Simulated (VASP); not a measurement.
## Ta3N: single point with PBE

The system is Ta3N.

```
CELL_PARAMETERS angstrom
3.03222 0.00000 0.00000
-1.51611 2.62598 0.00000
0.00000 0.00000 7.52414
ATOMIC_POSITIONS crystal
Ta 0.00000 0.00000 0.50000
Ta 0.33333 0.66667 0.17393
Ta 0.66667 0.33333 0.82607
N 0.00000 0.00000 0.00000
```

* Program: VASP 6.6.1
* Task: single point
* Functional: PBE
* Potentials or basis: VASP PAW PBE potentials, release 64 (Ta_pv, N)
* Cutoff: 600 eV
* k mesh: 10 × 10 × 4
* Occupations: methfessel-paxton, width 0.2 eV
* Spin: no spin polarisation
* Dipole correction: no
* Further INCAR settings: ALGO = Normal; EDIFF = 1e-06; NBANDS = 27

```yaml
Pressure: -0.5 GPa
Largest_force: 0.100 eV/Å
Band_gap_on_the_k_mesh: zero (bands 19 and 20 overlap by 0.65 eV)
```

Forces in eV/Å, atoms in the order of the input:
```
Ta   0.000  0.000  0.000
Ta   0.000  0.000 -0.100
Ta   0.000  0.000  0.100
N    0.000  0.000  0.000
```

Stress tensor (GPa, compression positive):
```
-0.75  0.00  0.00
 0.00 -0.75  0.00
 0.00  0.00 -0.04
```

Levels at points of the mesh, in eV from the Fermi level:
```csv
k point,band 16,band 17,band 18,band 19,band 20,band 21,band 22,band 23
"(0.00, 0.00, 0.00)",-1.40,-0.47,-0.47,-0.31,0.27,0.27,0.93,1.85
"(0.50, 0.00, 0.00)",-3.12,-1.19,-0.51,0.17,0.69,0.86,3.48,4.01
"(0.00, 0.00, 0.50)",-1.25,-1.13,-0.25,-0.25,0.54,0.54,1.21,1.27
"(0.50, 0.00, 0.50)",-2.91,-1.34,-1.25,0.15,0.94,1.24,2.41,4.38
```

It took 2.5 min on 1 thread of AMD EPYC 7R43 64-Core Processor (Zen 3), on a shared host, peak memory 0.2 GiB.

Caveat: spin-orbit coupling is left out, which moves the levels of the heavy elements.
